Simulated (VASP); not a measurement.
# Ga (Cmce) in VASP: notebook

Runs on Ga. Level: PBEsol. Tasks: electric field gradients.

All numbers are computed with VASP 6.6.1; they aren't measurements. Logs are shortened: lines on timing, memory, paths and dates and some standing lists are left out, and cuts for length are marked.

## (1) The cell of the first run

It takes space group Cmce (No. 64, orthorhombic). The conventional cell has a = 4.375 Å, b = 7.415 Å, c = 4.517 Å, α = 90.00°, β = 90.00°, γ = 90.00°. Within 3.1 Å of Ga (site symmetry m) lie 7 Ga at 2.37 to 2.72 Å.

## (2) Electric field gradients, PBEsol (equal xx and yy strain of -3 %)

Contents of INCAR:

```
SYSTEM = Ga
PREC = Accurate
ENCUT = 520
EDIFF = 1E-8
ISMEAR = -1
SIGMA = 0.05
LREAL = .FALSE.
LASPH = .TRUE.
NELM = 80
ALGO = Normal
ISIF = 2
LWAVE = .FALSE.
LCHARG = .FALSE.
GGA = PS
LEFG = .TRUE.
NBANDS = 34
```

Contents of KPOINTS:

```
Automatic mesh
0
G
  9 9 8
  0 0 0
```

Contents of POSCAR:

```
Ga
1.0
    2.1876895000     -3.7077280000      0.0000000000
    2.1876895000      3.7077280000      0.0000000000
    0.0000000000      0.0000000000      4.5167000000
Ga
4
Direct
    0.1525000000      0.8475000000      0.0785000000
    0.6525000000      0.3475000000      0.4215000000
    0.8475000000      0.1525000000      0.9215000000
    0.3475000000      0.6525000000      0.5785000000
```

Potentials or basis: VASP PAW PBE potentials, release 64 (Ga_d).

The run is started by

```bash
$ cat potpaw_PBE.64/Ga_d/POTCAR > POTCAR
$ mpirun -np 1 vasp_std > vasp.out
```

OUTCAR:

```text
SYSTEM = Ga
   PREC = Accurate
   ENCUT = 520
   EDIFF = 1E-8
   ISMEAR = -1
   LREAL = .FALSE.
   LASPH = .TRUE.
   NELM = 80
   ISIF = 2
   GGA = PS

 ion  position               nearest neighbor table
   1  0.153  0.847  0.078-   3 2.37   2 2.68   2 2.68   4 2.68   4 2.68   3 2.72   3 2.72
   2  0.653  0.347  0.422-   4 2.37   1 2.68   1 2.68   3 2.68   3 2.68   4 2.72   4 2.72
   3  0.847  0.153  0.922-   1 2.37   4 2.68   4 2.68   2 2.68   2 2.68   1 2.72   1 2.72
   4  0.347  0.653  0.578-   2 2.37   3 2.68   3 2.68   1 2.68   1 2.68   2 2.72   2 2.72

  LATTYP: Found a base centered orthorhombic cell.
 ALAT       =     4.3753790000
 B/A-ratio  =     1.6948145521
 C/A-ratio  =     1.0322991448

  Lattice vectors:

 A1 = (   2.1876895000,  -3.7077280000,   0.0000000000)
 A2 = (   2.1876895000,   3.7077280000,   0.0000000000)
 A3 = (   0.0000000000,   0.0000000000,   4.5167000000)

Analysis of symmetry for initial positions (statically):
=====================================================================
 Subroutine PRICEL returns:
 Original cell was already a primitive cell.

 Routine SETGRP: Setting up the symmetry group for a
 base centered orthorhombic supercell.

 Subroutine GETGRP returns: Found  8 space group operations
 (whereof  4 operations were pure point group operations)
 out of a pool of  8 trial point group operations.

The static configuration has the point symmetry C_2h.
 The point group associated with its full space group is D_2h.

Analysis of symmetry for dynamics (positions and initial velocities):
=====================================================================
 Subroutine PRICEL returns:
 Original cell was already a primitive cell.

 Routine SETGRP: Setting up the symmetry group for a
 base centered orthorhombic supercell.

 Subroutine GETGRP returns: Found  8 space group operations
 (whereof  4 operations were pure point group operations)
 out of a pool of  8 trial point group operations.

The dynamic configuration has the point symmetry C_2h.
 The point group associated with its full space group is D_2h.

 Subroutine INISYM returns: Found  8 space group operations
 (whereof  4 operations are pure point group operations),
 and found     1 'primitive' translations

----------------------------------------------------------------------------------------

                                     Primitive cell

  volume of cell :      73.2731

  direct lattice vectors                    reciprocal lattice vectors
     2.187689500 -3.707728000  0.000000000     0.228551629 -0.134853474  0.000000000
     2.187689500  3.707728000  0.000000000     0.228551629  0.134853474  0.000000000
     0.000000000  0.000000000  4.516700000     0.000000000  0.000000000  0.221400580

  length of vectors
     4.305024073  4.305024073  4.516700000     0.265370131  0.265370131  0.221400580

  position of ions in fractional coordinates (direct lattice)
     0.152500000  0.847500000  0.078500000
     0.652500000  0.347500000  0.421500000
     0.847500000  0.152500000  0.921500000
     0.347500000  0.652500000  0.578500000

  ion indices of the primitive-cell ions
   primitive index   ion index
                 1           1
                 2           2
                 3           3
                 4           4

----------------------------------------------------------------------------------------

 KPOINTS: Automatic mesh

Automatic generation of k-mesh.
 Grid dimensions read from file:
 generate k-points for:    9    9    8

 Generating k-lattice:

  Cartesian coordinates                     Fractional coordinates (reciprocal lattice)
     0.025394625 -0.014983719  0.000000000     0.111111111  0.000000000  0.000000000
     0.025394625  0.014983719  0.000000000     0.000000000  0.111111111  0.000000000
[... 44 lines left out ...]
   dimension x,y,z NGXF=    64 NGYF=   64 NGZF=   72
   ions per type =               4
   NGX,Y,Z   is equivalent  to a cutoff of  12.36, 12.36, 13.25 a.u.
   NGXF,Y,Z  is equivalent  to a cutoff of  24.71, 24.71, 26.50 a.u.
 SYSTEM =  Ga
   PREC   = accura    normal or accurate (medium, high low for compatibility)
   ISTART =      0    job   : 0-new  1-cont  2-samecut
   ICHARG =      2    charge: 1-file 2-atom 10-const
   ISPIN  =      1    spin polarized calculation?
   LNONCOLLINEAR =      F non collinear calculations
   LSORBIT =      F    spin-orbit coupling
   LASPH  =      T    aspherical Exc in radial PAW
   ENCUT  =  520.0 eV  38.22 Ry    6.18 a.u.   8.00  8.00  8.40*2*pi/ulx,y,z
   NELM   =     80;   NELMIN=  2; NELMDL= -5     # of ELM steps
   EDIFF  = 0.1E-07   stopping-criterion for ELM
   LREAL  =      F    real-space projection
   EDIFFG = 0.1E-06   stopping-criterion for IOM
   NSW    =      0    number of steps for IOM
   IBRION =     -1    ionic relax: 0-MD 1-quasi-New 2-CG
   NFREE  =      0    steps in history (QN), initial steepest desc. (CG)
   ISIF   =      2    stress and relaxation
   ISYM   =      2    0-nonsym 1-usesym 2-fastsym
   POTIM  = 0.5000    time-step for ionic-motion
   TEBEG  =    0.0;   TEEND  =   0.0 temperature during run
   PSTRESS=    0.0 pullay stress
   NELECT =      52.0000    total number of electrons
   NUPDOWN=      -1.0000    fix difference up-down
   EMIN   =  10.00;   EMAX   =-10.00  energy-range for DOS
   EFERMI =   0.00;   METHOD = LEGACY
   ISMEAR =    -1;   SIGMA  =   0.05  broadening in eV -4-tet -1-fermi 0-gaus
   EFERMI_NEDOS =   21; number of points for ismear=-14 and -15
   IALGO  =     38    algorithm
   IMIX   =      4    mixing-type and parameters
     AMIX     =   0.40;   BMIX     =  1.00
     AMIX_MAG =   1.60;   BMIX_MAG =  1.00
  volume/ion in A,a.u.               =      18.32       123.62
  Fermi-wavevector in a.u.,A,eV,Ry     =   1.460252  2.759475 29.012174  2.132335
  Thomas-Fermi vector in A             =   2.576723
   LORBIT       =      0    0 simple, 1 ext, 2 COOP (PROOUT), +10 PAW based schemes
   GGA     = PS    functional components
   LHFCALC =     F    Hartree Fock is set to
   AEXX    =    0.0000 exact exchange contribution
   IVDW    =     0    specifies the selected vdW correction
   LEPSILON=     F    determine dielectric tensor
   LRPA    =     F    only Hartree local field effects (RPA)
 non-spin polarized calculation
  energy-cutoff  :      520.00
  volume of cell :       73.27
 maximum number of plane-waves:      1996
   NGX = 17   NGY = 17   NGZ = 17

 number of electron      52.0000013 magnetization

 Free energy of the ion-electron system (eV)
  ---------------------------------------------------
  ext. energy  EPLUGINS =         0.00000000
  ---------------------------------------------------
  free energy    TOTEN  =       -13.32681809 eV

  energy without entropy =      -13.31974530  energy(sigma->0) =      -13.32328169

 E-fermi :   5.5066     XC(G=0): -11.1422

 val. band max:        5.5053996023   @ k =   0.4444   0.4444   0.1250
 cond. band min:       5.5530622903   @ k =   0.4444   0.4444   0.3750
 fundamental gap:      0.0476626881
 Fermi energy:         5.5065984339

 k-point     1 :       0.0000    0.0000    0.0000
  band No.  band energies     occupation
      1      -9.7217      2.00000
      2      -9.7212      2.00000
      3      -9.7200      2.00000
      4      -9.6990      2.00000
      5      -9.6325      2.00000
      6      -9.5884      2.00000
[... 877 lines left out ...]
     33      12.6714      0.00000
     34      13.8760      0.00000

 [... further k-points ...]

------------------------ aborting loop because EDIFF is reached ----------------------------------------

  FORCE on cell =-STRESS in cart. coord.  units (eV):
  Direction    XX          YY          ZZ          XY          YZ          ZX
  --------------------------------------------------------------------------------------
  -------------------------------------------------------------------------------------
  Total        0.7003025      3.2046933      0.1845668      0.0000000      0.0000000      0.0000000
  in kB       15.3126882     70.0732515      4.0357044      0.0000000      0.0000000      0.0000000
  external PRESSURE =      29.8072147 kB  Pullay stress =       0.0000000 kB

 VOLUME and BASIS-vectors are now :
 -----------------------------------------------------------------------------
  energy-cutoff  :      520.00
  volume of cell :       73.27
      direct lattice vectors                 reciprocal lattice vectors
     2.187689500 -3.707728000  0.000000000     0.228551629 -0.134853474  0.000000000
     2.187689500  3.707728000  0.000000000     0.228551629  0.134853474  0.000000000
     0.000000000  0.000000000  4.516700000     0.000000000  0.000000000  0.221400580

 POSITION                                       TOTAL-FORCE (eV/Angst)
 -----------------------------------------------------------------------------------
      2.18769      2.57687      0.35456         0.000000     -0.582589      0.182123
      2.18769     -1.13086      1.90379         0.000000     -0.582589     -0.182123
      2.18769     -2.57687      4.16214         0.000000      0.582589     -0.182123
      2.18769      1.13086      2.61291         0.000000      0.582589      0.182123
 -----------------------------------------------------------------------------------
    total drift:                               -0.000000     -0.000000     -0.000000

  FREE ENERGIE OF THE ION-ELECTRON SYSTEM (eV)
  ---------------------------------------------------
  free  energy   TOTEN  =       -13.3268180854 eV

  energy  without entropy=      -13.3197453004  energy(sigma->0) =      -13.32328169

 Electric field gradients (V/A^2)
---------------------------------------------------------------------
 ion       V_xx      V_yy      V_zz      V_xy      V_xz      V_yz
---------------------------------------------------------------------
   1      27.038   -46.583    19.545    -0.000    -0.000    27.392
   2      27.038   -46.583    19.545    -0.000    -0.000   -27.392
   3      27.038   -46.583    19.545     0.000     0.000    27.392
   4      27.038   -46.583    19.545    -0.000    -0.000   -27.392
---------------------------------------------------------------------

 Electric field gradients after diagonalization (V/A^2)
 (convention: |V_zz| > |V_xx| > |V_yy|)
----------------------------------------------------------------------
 ion       V_xx      V_yy      V_zz     asymmetry (V_yy - V_xx)/ V_zz
----------------------------------------------------------------------
   1      29.418    27.038   -56.456       0.042
   2      29.418    27.038   -56.456       0.042
   3      29.418    27.038   -56.456       0.042
   4      29.418    27.038   -56.456       0.042
----------------------------------------------------------------------

           NMR quadrupolar parameters

 Cq : quadrupolar parameter    Cq=e*Q*V_zz/h
 eta: asymmetry parameters     (V_yy - V_xx)/ V_zz
 Q  : nuclear electric quadrupole moment in mb (millibarn)
----------------------------------------------------------------------
 ion       Cq(MHz)       eta       Q (mb)
----------------------------------------------------------------------
   1      -0.137       0.042       1.000
   2      -0.137       0.042       1.000
   3      -0.137       0.042       1.000
   4      -0.137       0.042       1.000
----------------------------------------------------------------------
```

It took 9.7 min on 1 thread of AMD EPYC 7R13, shared host; peak memory 0.3 GiB.

Results:

```yaml
Free_energy: -13.3268 eV
Pressure: 3.0 GPa
Largest_force: 0.610 eV/Å
Band_gap_on_the_k_mesh: zero (band 26 reaches 6.07 eV, above the bottom of band 27 at 4.76 eV)
```

Forces on the atoms (eV/Å):
```
Ga   0.000 -0.583  0.182
Ga   0.000 -0.583 -0.182
Ga   0.000  0.583 -0.182
Ga   0.000  0.583  0.182
```

Stress tensor (GPa, compression positive):
```
1.53 0.00 0.00
0.00 7.01 0.00
0.00 0.00 0.40
```

Electric field gradients, principal values (V/Å²):
```csv
atom,least,middle,greatest (by size)
1 Ga,27.038,29.418,-56.456
2 Ga,27.038,29.418,-56.456
3 Ga,27.038,29.418,-56.456
4 Ga,27.038,29.418,-56.456
```

Caveat: the cell differs from its parent crystal (equal xx and yy strain of -3 %); without QUAD_EFG the Cq values of the log hold for a quadrupole moment of 1 mb, not for the nuclei; the PAW data sets were made with another functional, which shifts forces and pressure a little.

## (3) Electric field gradients, PBEsol (equal xx and yy strain of -1 %)

Contents of INCAR:

```
  ALGO = Normal
  EDIFF = 1E-8
  ENCUT = 520
  GGA = PS
  ISIF = 2
  ISMEAR = -1
  LASPH = True
  LCHARG = False
  LEFG = True
  LREAL = False
  LWAVE = False
  NBANDS = 34
  NELM = 60
  PREC = Accurate
  SIGMA = 0.05
```

Contents of KPOINTS:

```
k-points
0
Gamma
  9 9 8
```

Edit POSCAR of step 2 so:

```diff
@@ -2,4 +2,4 @@
 1.0
-    2.1876895000     -3.7077280000      0.0000000000
-    2.1876895000      3.7077280000      0.0000000000
+    2.2327965000     -3.7841760000      0.0000000000
+    2.2327965000      3.7841760000      0.0000000000
     0.0000000000      0.0000000000      4.5167000000
```

Potentials or basis: VASP PAW PBE potentials, release 64 (Ga_d).

The run is started by

```bash
$ cat potpaw_PBE.64/Ga_d/POTCAR > POTCAR
$ mpirun -np 1 vasp_std > vasp.out
```

OUTCAR:

```text
EDIFF = 1E-8
   ENCUT = 520
   GGA = PS
   ISIF = 2
   ISMEAR = -1
   LASPH = True
   LREAL = False
   NELM = 60
   PREC = Accurate

 ion  position               nearest neighbor table
   1  0.153  0.847  0.078-   3 2.41   4 2.70   4 2.70   2 2.72   2 2.72   3 2.77   3 2.77
   2  0.653  0.347  0.422-   4 2.41   3 2.70   3 2.70   1 2.72   1 2.72   4 2.77   4 2.77
   3  0.847  0.153  0.922-   1 2.41   2 2.70   2 2.70   4 2.72   4 2.72   1 2.77   1 2.77
   4  0.347  0.653  0.578-   2 2.41   1 2.70   1 2.70   3 2.72   3 2.72   2 2.77   2 2.77

  LATTYP: Found a base centered orthorhombic cell.
 ALAT       =     4.4655930000
 B/A-ratio  =     1.6948145521
 C/A-ratio  =     1.0114446167

  Lattice vectors:

 A1 = (   2.2327965000,  -3.7841760000,   0.0000000000)
 A2 = (   2.2327965000,   3.7841760000,   0.0000000000)
 A3 = (   0.0000000000,   0.0000000000,   4.5167000000)

Analysis of symmetry for initial positions (statically):
=====================================================================
 Subroutine PRICEL returns:
 Original cell was already a primitive cell.

 Routine SETGRP: Setting up the symmetry group for a
 base centered orthorhombic supercell.

 Subroutine GETGRP returns: Found  8 space group operations
 (whereof  4 operations were pure point group operations)
 out of a pool of  8 trial point group operations.

The static configuration has the point symmetry C_2h.
 The point group associated with its full space group is D_2h.

Analysis of symmetry for dynamics (positions and initial velocities):
=====================================================================
[... 175 lines left out ...]
      4      -9.9954      2.00000
      5      -9.9371      2.00000
      6      -9.9019      2.00000
[... 877 lines left out ...]
     33      11.9912      0.00000
     34      13.1503      0.00000

 [... further k-points ...]
[... 5 lines left out ...]
  --------------------------------------------------------------------------------------
  -------------------------------------------------------------------------------------
  Total       -0.4449535      1.0716523     -0.5557036      0.0000000      0.0000000      0.0000000
  in kB       -9.3401434     22.4953514    -11.6649293      0.0000000      0.0000000      0.0000000
  external PRESSURE =       0.4967596 kB  Pullay stress =       0.0000000 kB

 VOLUME and BASIS-vectors are now :
 -----------------------------------------------------------------------------
  energy-cutoff  :      520.00
  volume of cell :       76.33
      direct lattice vectors                 reciprocal lattice vectors
     2.232796500 -3.784176000  0.000000000     0.223934425 -0.132129161  0.000000000
     2.232796500  3.784176000  0.000000000     0.223934425  0.132129161  0.000000000
     0.000000000  0.000000000  4.516700000     0.000000000  0.000000000  0.221400580

 POSITION                                       TOTAL-FORCE (eV/Angst)
 -----------------------------------------------------------------------------------
      2.23280      2.63000      0.35456         0.000000     -0.462973      0.134801
      2.23280     -1.15417      1.90379         0.000000     -0.462973     -0.134801
      2.23280     -2.63000      4.16214         0.000000      0.462973     -0.134801
      2.23280      1.15417      2.61291         0.000000      0.462973      0.134801
 -----------------------------------------------------------------------------------
    total drift:                                0.000000      0.000000     -0.000000

  FREE ENERGIE OF THE ION-ELECTRON SYSTEM (eV)
  ---------------------------------------------------
  free  energy   TOTEN  =       -13.3722308011 eV

  energy  without entropy=      -13.3648257734  energy(sigma->0) =      -13.36852829

 Electric field gradients (V/A^2)
---------------------------------------------------------------------
 ion       V_xx      V_yy      V_zz      V_xy      V_xz      V_yz
---------------------------------------------------------------------
   1      28.758   -42.607    13.849    -0.000     0.000    26.308
   2      28.758   -42.607    13.849     0.000     0.000   -26.308
   3      28.758   -42.607    13.849     0.000     0.000    26.308
   4      28.758   -42.607    13.849     0.000     0.000   -26.308
---------------------------------------------------------------------

 Electric field gradients after diagonalization (V/A^2)
 (convention: |V_zz| > |V_xx| > |V_yy|)
----------------------------------------------------------------------
 ion       V_xx      V_yy      V_zz     asymmetry (V_yy - V_xx)/ V_zz
----------------------------------------------------------------------
   1      28.758    24.208   -52.966       0.086
   2      28.758    24.208   -52.966       0.086
   3      28.758    24.208   -52.966       0.086
   4      28.758    24.208   -52.966       0.086
----------------------------------------------------------------------

           NMR quadrupolar parameters

 Cq : quadrupolar parameter    Cq=e*Q*V_zz/h
 eta: asymmetry parameters     (V_yy - V_xx)/ V_zz
 Q  : nuclear electric quadrupole moment in mb (millibarn)
----------------------------------------------------------------------
 ion       Cq(MHz)       eta       Q (mb)
----------------------------------------------------------------------
   1      -0.128       0.086       1.000
   2      -0.128       0.086       1.000
   3      -0.128       0.086       1.000
   4      -0.128       0.086       1.000
----------------------------------------------------------------------
```

It took 15 min on 1 thread of AMD EPYC 7R13, shared host; peak memory 0.33 GiB.

What came out:

| Quantity | Value |
| --- | --- |
| Free energy | -13.3722 eV |
| Pressure | 0.0 GPa |
| Largest force | 0.482 eV/Å |
| Band gap on the k mesh | zero (band 26 reaches 5.56 eV, above the bottom of band 27 at 4.29 eV) |

Forces in eV/Å, atoms in the order of the input:
```
Ga   0.000 -0.463  0.135
Ga   0.000 -0.463 -0.135
Ga   0.000  0.463 -0.135
Ga   0.000  0.463  0.135
```

Electric field gradients, principal values (V/Å²):
| atom | least | middle | greatest (by size) |
| --- | --- | --- | --- |
| 1 Ga | 24.208 | 28.758 | -52.966 |
| 2 Ga | 24.208 | 28.758 | -52.966 |
| 3 Ga | 24.208 | 28.758 | -52.966 |
| 4 Ga | 24.208 | 28.758 | -52.966 |

Caveat: the cell differs from its parent crystal (equal xx and yy strain of -1 %); without QUAD_EFG the Cq values of the log hold for a quadrupole moment of 1 mb, not for the nuclei; the PAW data sets were made with another functional, which shifts forces and pressure a little.
